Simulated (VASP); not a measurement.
# GaN in VASP: further runs

GaN is run at these levels: PBE; tasks: single point.

All numbers are computed with VASP 6.6.1; they aren't measurements. Logs are shortened: lines on timing, memory, paths and dates and some standing lists are left out, and cuts for length are marked.

## (1) The cell of the first run

It takes space group F-43m (No. 216, cubic). The conventional cell has a = 4.507 Å, b = 4.507 Å, c = 4.507 Å, α = 90.00°, β = 90.00°, γ = 90.00°. Ga (site symmetry -43m) has 4 N at 1.95 Å within 2.6 Å. N (site symmetry -43m) has 4 Ga at 1.95 Å within 2.6 Å.

## (2) Single point, PBE

The input, INCAR:

```
SYSTEM = GaN
PREC = Accurate
ENCUT = 520
EDIFF = 1E-7
ISMEAR = 0
SIGMA = 0.02
LREAL = .False.
LASPH = .True.
NELM = 100
ALGO = Normal
ISIF = 2
LWAVE = .False.
LCHARG = .False.
GGA = PE
NBANDS = 16
```

The input, KPOINTS:

```
regular mesh
0
Gamma
  8 8 8
  0 0 0
```

The input, POSCAR:

```
GaN
1.0
    0.0000000000      2.2535010000      2.2535010000
    2.2535010000      0.0000000000      2.2535010000
    2.2535010000      2.2535010000      0.0000000000
Ga N
1 1
Direct
    0.0000000000      0.0000000000      0.0000000000
    0.7500000000      0.7500000000      0.7500000000
```

Potentials or basis: VASP PAW PBE potentials, release 64 (Ga_d, N).

The run is started by

```sh
$ cat potpaw_PBE.64/Ga_d/POTCAR potpaw_PBE.64/N/POTCAR > POTCAR
$ mpirun -np 1 vasp_std > vasp.out
```

OUTCAR:

```text
SYSTEM = GaN
   PREC = Accurate
   ENCUT = 520
   EDIFF = 1E-7
   ISMEAR = 0
   LREAL = .False.
   LASPH = .True.
   NELM = 100
   ISIF = 2
   GGA = PE

 ion  position               nearest neighbor table
   1  0.000  0.000  0.000-   2 1.95   2 1.95   2 1.95   2 1.95
   2  0.750  0.750  0.750-   1 1.95   1 1.95   1 1.95   1 1.95

  LATTYP: Found a face centered cubic cell.
 ALAT       =     4.5070020000

  Lattice vectors:

 A1 = (   0.0000000000,   2.2535010000,   2.2535010000)
 A2 = (   2.2535010000,   0.0000000000,   2.2535010000)
 A3 = (   2.2535010000,   2.2535010000,   0.0000000000)

Analysis of symmetry for initial positions (statically):
=====================================================================
 Subroutine PRICEL returns:
 Original cell was already a primitive cell.

 Routine SETGRP: Setting up the symmetry group for a
 face centered cubic supercell.

 Subroutine GETGRP returns: Found 24 space group operations
 (whereof 24 operations were pure point group operations)
 out of a pool of 48 trial point group operations.

The static configuration has the point symmetry T_d .

Analysis of symmetry for dynamics (positions and initial velocities):
=====================================================================
 Subroutine PRICEL returns:
 Original cell was already a primitive cell.

 Routine SETGRP: Setting up the symmetry group for a
 face centered cubic supercell.

 Subroutine GETGRP returns: Found 24 space group operations
 (whereof 24 operations were pure point group operations)
 out of a pool of 48 trial point group operations.

The dynamic configuration has the point symmetry T_d .

 Subroutine INISYM returns: Found 24 space group operations
 (whereof 24 operations are pure point group operations),
 and found     1 'primitive' translations

----------------------------------------------------------------------------------------

                                     Primitive cell

  volume of cell :      22.8878

  direct lattice vectors                    reciprocal lattice vectors
     0.000000000  2.253501000  2.253501000    -0.221876982  0.221876982  0.221876982
     2.253501000  0.000000000  2.253501000     0.221876982 -0.221876982  0.221876982
     2.253501000  2.253501000  0.000000000     0.221876982  0.221876982 -0.221876982

  length of vectors
     3.186931677  3.186931677  3.186931677     0.384302205  0.384302205  0.384302205

  position of ions in fractional coordinates (direct lattice)
     0.000000000  0.000000000  0.000000000
     0.750000000  0.750000000  0.750000000

  ion indices of the primitive-cell ions
   primitive index   ion index
                 1           1
                 2           2

----------------------------------------------------------------------------------------

 KPOINTS: regular mesh

Automatic generation of k-mesh.
 Grid dimensions read from file:
 generate k-points for:    8    8    8

 Generating k-lattice:

  Cartesian coordinates                     Fractional coordinates (reciprocal lattice)
    -0.027734623  0.027734623  0.027734623     0.125000000  0.000000000  0.000000000
     0.027734623 -0.027734623  0.027734623     0.000000000  0.125000000  0.000000000
     0.027734623  0.027734623 -0.027734623     0.000000000  0.000000000  0.125000000

  Length of vectors
     0.048037776  0.048037776  0.048037776

  Shift w.r.t. Gamma in fractional coordinates (k-lattice)
     0.000000000  0.000000000  0.000000000

 Subroutine IBZKPT returns following result:
 ===========================================

 Found     29 irreducible k-points:

 Following reciprocal coordinates:
            Coordinates               Weight
  0.000000  0.000000  0.000000      1.000000
  0.125000  0.000000  0.000000      8.000000
  0.250000  0.000000  0.000000      8.000000
  0.375000  0.000000  0.000000      8.000000
  0.500000  0.000000  0.000000      4.000000
  0.125000  0.125000  0.000000      6.000000
[... 16 lines left out ...]
  0.500000  0.250000  0.125000     48.000000
 -0.375000  0.250000  0.125000     24.000000
 [... further k-points ...]
   k-points           NKPTS =     29   k-points in BZ     NKDIM =     29   number of bands    NBANDS=     16
   number of dos      NEDOS =    301   number of ions     NIONS =      2
   total plane-waves  NPLWV =  13824
   dimension x,y,z NGX =    24 NGY =   24 NGZ =   24
   dimension x,y,z NGXF=    48 NGYF=   48 NGZF=   48
   ions per type =               1   1
   NGX,Y,Z   is equivalent  to a cutoff of  12.52, 12.52, 12.52 a.u.
   NGXF,Y,Z  is equivalent  to a cutoff of  25.04, 25.04, 25.04 a.u.
 SYSTEM =  GaN
   PREC   = accura    normal or accurate (medium, high low for compatibility)
   ISTART =      0    job   : 0-new  1-cont  2-samecut
   ICHARG =      2    charge: 1-file 2-atom 10-const
   ISPIN  =      1    spin polarized calculation?
   LNONCOLLINEAR =      F non collinear calculations
   LSORBIT =      F    spin-orbit coupling
   LASPH  =      T    aspherical Exc in radial PAW
   ENCUT  =  520.0 eV  38.22 Ry    6.18 a.u.   5.93  5.93  5.93*2*pi/ulx,y,z
   NELM   =    100;   NELMIN=  2; NELMDL= -5     # of ELM steps
   EDIFF  = 0.1E-06   stopping-criterion for ELM
   LREAL  =      F    real-space projection
   EDIFFG = 0.1E-05   stopping-criterion for IOM
   NSW    =      0    number of steps for IOM
   IBRION =     -1    ionic relax: 0-MD 1-quasi-New 2-CG
   NFREE  =      0    steps in history (QN), initial steepest desc. (CG)
   ISIF   =      2    stress and relaxation
   ISYM   =      2    0-nonsym 1-usesym 2-fastsym
   POTIM  = 0.5000    time-step for ionic-motion
   TEBEG  =    0.0;   TEEND  =   0.0 temperature during run
   PSTRESS=    0.0 pullay stress
   NELECT =      18.0000    total number of electrons
   NUPDOWN=      -1.0000    fix difference up-down
   EMIN   =  10.00;   EMAX   =-10.00  energy-range for DOS
   EFERMI =   0.00;   METHOD = LEGACY
   ISMEAR =     0;   SIGMA  =   0.02  broadening in eV -4-tet -1-fermi 0-gaus
   EFERMI_NEDOS =   21; number of points for ismear=-14 and -15
   IALGO  =     38    algorithm
   IMIX   =      4    mixing-type and parameters
     AMIX     =   0.40;   BMIX     =  1.00
     AMIX_MAG =   1.60;   BMIX_MAG =  1.00
  volume/ion in A,a.u.               =      11.44        77.23
  Fermi-wavevector in a.u.,A,eV,Ry     =   1.511116  2.855596 31.068532  2.283473
  Thomas-Fermi vector in A             =   2.621216
   LORBIT       =      0    0 simple, 1 ext, 2 COOP (PROOUT), +10 PAW based schemes
   GGA     = PE    functional components
   LHFCALC =     F    Hartree Fock is set to
   AEXX    =    0.0000 exact exchange contribution
   IVDW    =     0    specifies the selected vdW correction
   LEPSILON=     F    determine dielectric tensor
   LRPA    =     F    only Hartree local field effects (RPA)
 non-spin polarized calculation
 Gauss-broadening in eV      SIGMA  =   0.02
  energy-cutoff  :      520.00
  volume of cell :       22.89
 maximum number of plane-waves:       636
   NGX = 11   NGY = 11   NGZ = 11

 number of electron      18.0000004 magnetization

 Free energy of the ion-electron system (eV)
  ---------------------------------------------------
  ext. energy  EPLUGINS =         0.00000000
  ---------------------------------------------------
  free energy    TOTEN  =       -12.14275284 eV

  energy without entropy =      -12.14275284  energy(sigma->0) =      -12.14275284

 E-fermi :   5.4783     XC(G=0): -11.6667

 val. band max:        5.2817433321   @ k =   0.0000   0.0000   0.0000
 cond. band min:       7.0059830759   @ k =   0.0000   0.0000   0.0000
 fundamental gap:      1.7242397437
 Fermi energy:         5.4783415500

 k-point     1 :       0.0000    0.0000    0.0000
  band No.  band energies     occupation
      1     -10.6518      2.00000
      2      -8.1603      2.00000
      3      -8.1603      2.00000
      4      -8.1603      2.00000
      5      -7.8406      2.00000
      6      -7.8406      2.00000
[... 8 lines left out ...]
     15      24.1370      0.00000
     16      24.1370      0.00000

 k-point     2 :       0.1250    0.0000    0.0000
  band No.  band energies     occupation
      1     -10.4837      2.00000
      2      -8.1397      2.00000
      3      -8.1397      2.00000
      4      -8.0960      2.00000
      5      -7.8422      2.00000
      6      -7.8422      2.00000
[... 8 lines left out ...]
     15      22.5417      0.00000
     16      22.5722      0.00000

 k-point     3 :       0.2500    0.0000    0.0000
  band No.  band energies     occupation
      1     -10.1087      2.00000
      2      -8.0993      2.00000
      3      -8.0993      2.00000
      4      -7.8358      2.00000
      5      -7.8358      2.00000
      6      -7.7952      2.00000
[... 8 lines left out ...]
     15      22.1539      0.00000
     16      22.1539      0.00000

 k-point     4 :       0.3750    0.0000    0.0000
  band No.  band energies     occupation
      1      -9.8254      2.00000
      2      -8.0766      2.00000
      3      -8.0766      2.00000
      4      -7.8101      2.00000
      5      -7.8101      2.00000
      6      -7.1101      2.00000
[... 8 lines left out ...]
     15      23.5593      0.00000
     16      23.5593      0.00000
[... 324 lines left out ...]
 k-point    22 :       0.3750    0.2500    0.1250
  band No.  band energies     occupation
      1      -9.8766      2.00000
      2      -8.0561      2.00000
      3      -8.0369      2.00000
      4      -7.9214      2.00000
      5      -7.8125      2.00000
      6      -7.4373      2.00000
[... 8 lines left out ...]
     15      24.4095      0.00000
     16      26.6188      0.00000

 k-point    23 :       0.5000    0.2500    0.1250
  band No.  band energies     occupation
      1      -9.6979      2.00000
      2      -8.0505      2.00000
      3      -8.0058      2.00000
      4      -7.8873      2.00000
      5      -7.8059      2.00000
      6      -6.7406      2.00000
[... 8 lines left out ...]
     15      24.4990      0.00000
     16      26.4185      0.00000

 k-point    24 :      -0.3750    0.2500    0.1250
  band No.  band energies     occupation
      1      -9.6452      2.00000
      2      -8.0560      2.00000
      3      -7.9941      2.00000
      4      -7.8605      2.00000
      5      -7.8076      2.00000
      6      -6.2854      2.00000
[... 8 lines left out ...]
     15      24.0840      0.00000
     16      26.3563      0.00000

 [... further k-points ...]
[... 5 lines left out ...]
  --------------------------------------------------------------------------------------
  -------------------------------------------------------------------------------------
  Total        0.7216533      0.7216533      0.7216533     -0.0000000      0.0000000     -0.0000000
  in kB       50.5168081     50.5168081     50.5168081     -0.0000000      0.0000000     -0.0000000
  external PRESSURE =      50.5168081 kB  Pullay stress =       0.0000000 kB

 VOLUME and BASIS-vectors are now :
 -----------------------------------------------------------------------------
  energy-cutoff  :      520.00
  volume of cell :       22.89
      direct lattice vectors                 reciprocal lattice vectors
     0.000000000  2.253501000  2.253501000    -0.221876982  0.221876982  0.221876982
     2.253501000  0.000000000  2.253501000     0.221876982 -0.221876982  0.221876982
     2.253501000  2.253501000  0.000000000     0.221876982  0.221876982 -0.221876982

 POSITION                                       TOTAL-FORCE (eV/Angst)
 -----------------------------------------------------------------------------------
      0.00000      0.00000      0.00000        -0.000000      0.000000     -0.000000
      3.38025      3.38025      3.38025         0.000000     -0.000000      0.000000
 -----------------------------------------------------------------------------------
    total drift:                               -0.000002     -0.000002     -0.000002

  FREE ENERGIE OF THE ION-ELECTRON SYSTEM (eV)
  ---------------------------------------------------
  free  energy   TOTEN  =       -12.1427528441 eV

  energy  without entropy=      -12.1427528441  energy(sigma->0) =      -12.14275284
```

Wall time 26 s (1 thread of AMD EPYC 7R13, shared host); peak memory 0.11 GiB.

What came out:

```yaml
Free_energy: -12.1428 eV
Pressure: 5.1 GPa
Band_gap_on_the_k_mesh: 1.72 eV, direct
```

## (3) Single point, PBE

The input, INCAR:

```
SYSTEM = GaN
PREC = Accurate ; ENCUT = 520
EDIFF = 1E-7 ; ISMEAR = 0
SIGMA = 0.02 ; LREAL = .False.
LASPH = .True. ; NELM = 80
ALGO = Normal ; ISIF = 2
LWAVE = .False. ; LCHARG = .False.
GGA = PE ; NBANDS = 16
```

KPOINTS is that of step 2.

The input, POSCAR:

```
GaN
1.0
   -0.0450700200      2.2309659900      2.2309659900
    2.2309659900     -0.0450700200      2.2309659900
    2.2309659900      2.2309659900     -0.0450700200
Ga N
1 1
Direct
    0.0000000000      0.0000000000      0.0000000000
    0.7500000000      0.7500000000      0.7500000000
```

Potentials or basis: VASP PAW PBE potentials, release 64 (Ga_d, N).

The run is started by

```sh
$ cat potpaw_PBE.64/Ga_d/POTCAR potpaw_PBE.64/N/POTCAR > POTCAR
$ mpirun -np 1 vasp_std > vasp.out
```

Run time: 51 s. Hardware: 1 thread of AMD EPYC 7R13, shared host; peak memory 0.12 GiB.

The run converged. Its results:

```yaml
Free_energy: -12.1256 eV
Pressure: 5.4 GPa
Largest_force: 0.337 eV/Å
Band_gap_on_the_k_mesh: 1.63 eV, direct
```

Forces on the atoms (eV/Å):
```
Ga   0.195  0.195  0.195
N   -0.195 -0.195 -0.195
```

Stress tensor (GPa, compression positive):
```
5.37 3.97 3.97
3.97 5.37 3.97
3.97 3.97 5.37
```

Levels at points of the mesh, in eV from the valence-band top:
```
           k point  band 5  band 6  band 7  band 8  band 9  band 10  band 11  band 12  band 13  band 14
(0.00, 0.00, 0.00)  -13.20  -13.20   -0.11   -0.11    0.00     1.63     9.99     9.99    10.76    17.50
(0.50, 0.00, 0.00)  -13.15  -11.99   -7.12   -1.00   -0.98     4.64     8.59    10.20    10.62    15.64
(0.50, 0.50, 0.00)  -13.12  -11.52   -6.19   -2.90   -2.64     3.27     6.61    11.61    13.77    14.05
(0.50, 0.50, 0.50)  -13.14  -11.83   -7.06   -1.17   -1.17     4.33     8.78    10.01    10.01    15.38
```

(Part 1 of 3 ends here.)
